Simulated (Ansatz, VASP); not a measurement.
## Two plane-wave programs on AlN

File INCAR:

```
SYSTEM = AlN
  PREC = Accurate
  ENCUT = 600
  EDIFF = 1E-6
  ISMEAR = 0
  SIGMA = 0.01
  LREAL = .FALSE.
  LASPH = .TRUE.
  NELM = 120
  ALGO = Normal
  ISIF = 2
  LWAVE = .FALSE.
  LCHARG = .FALSE.
  NBANDS = 11
  GGA_COMPAT = .FALSE.
```

KPOINTS

```
Automatic mesh
0
G
  8 8 8
  0 0 0
```

POSCAR

```
AlN
1.0
    0.0000000000      1.9690000000      1.9690000000
    1.9690000000      0.0000000000      1.9690000000
    1.9690000000      1.9690000000      0.0000000000
Al N
1 1
Direct
    0.0000000000      0.0000000000      0.0000000000
    0.5000000000      0.5000000000      0.5000000000
```

Input for Ansatz:

```yaml
crystal:
  lattice:
    - [0.0, 1.969, 1.969]
    - [1.969, 0.0, 1.969]
    - [1.969, 1.969, 0.0]
  atoms:
    - { symbol: Al, position: [0.0, 0.0, 0.0] }
    - { symbol: "N", position: [0.5, 0.5, 0.5] }
kpoints:
  mp_grid:
    grid: [8, 8, 8]
hamiltonian:
  xc: lda
scf:
  occupations:
    method: fixed
output:
  stress: true
```

Alike in both runs: task single point; functional LDA; k mesh 8 × 8 × 8; no spin polarisation.

|  | VASP | Ansatz |
| --- | --- | --- |
| version | VASP 6.6.1 | Ansatz 0.2.0 |
| potentials or method | VASP PAW LDA potentials, release 64 (Al, N) | plane waves, PAW |
| plane-wave cutoff (eV) | 600 | 420 |
| occupations | gaussian, width 0.01 eV | fixed |
| valence electrons in the cell | 8 | 8 |

VASP gave:

* pressure (GPa): 17.7

Q: Estimate Ansatz's values.

A: Pressure (GPa): 17.0.

LDA's correlation is that of Perdew and Zunger in VASP and of Perdew and Wang (1992) in Ansatz.
